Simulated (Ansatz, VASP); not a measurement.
## RbReB2 in VASP and in Ansatz

```
CELL_PARAMETERS angstrom
2.33399 -2.33603 0.00000
2.33399 2.33603 0.00000
0.00000 0.00000 6.21193
ATOMIC_POSITIONS crystal
Rb 0.50000 0.50000 0.00000
Re 0.50000 0.50000 0.50000
B 0.00000 0.00000 0.50000
B 0.00000 0.00000 0.00000
```

Alike in both runs: functional PBE; k mesh 6 × 6 × 4; occupations gaussian, width 0.1 eV; no spin polarisation.

Ansatz relaxed the structure, and its values are those at the end. VASP's run is a single point on that final structure, the one shown.

|  | VASP | Ansatz |
| --- | --- | --- |
| version | VASP 6.6.1 | Ansatz 0.2.0 |
| potentials or method | VASP PAW PBE potentials, release 64 (Rb_sv, Re_sv_GW, B), cutoff 560 eV | scalar-relativistic, plane waves, PAW |
| valence electrons in the cell | 30 | 30 |

```tsv
	VASP	Ansatz	Ansatz less VASP
gap on the k mesh at the Fermi level (eV)	none	none	-
pressure (GPa)	0.0	0.0	+0.02
```

A gap of «none» marks a metal or a gap that the smearing closes.

Spin-orbit coupling is off throughout.
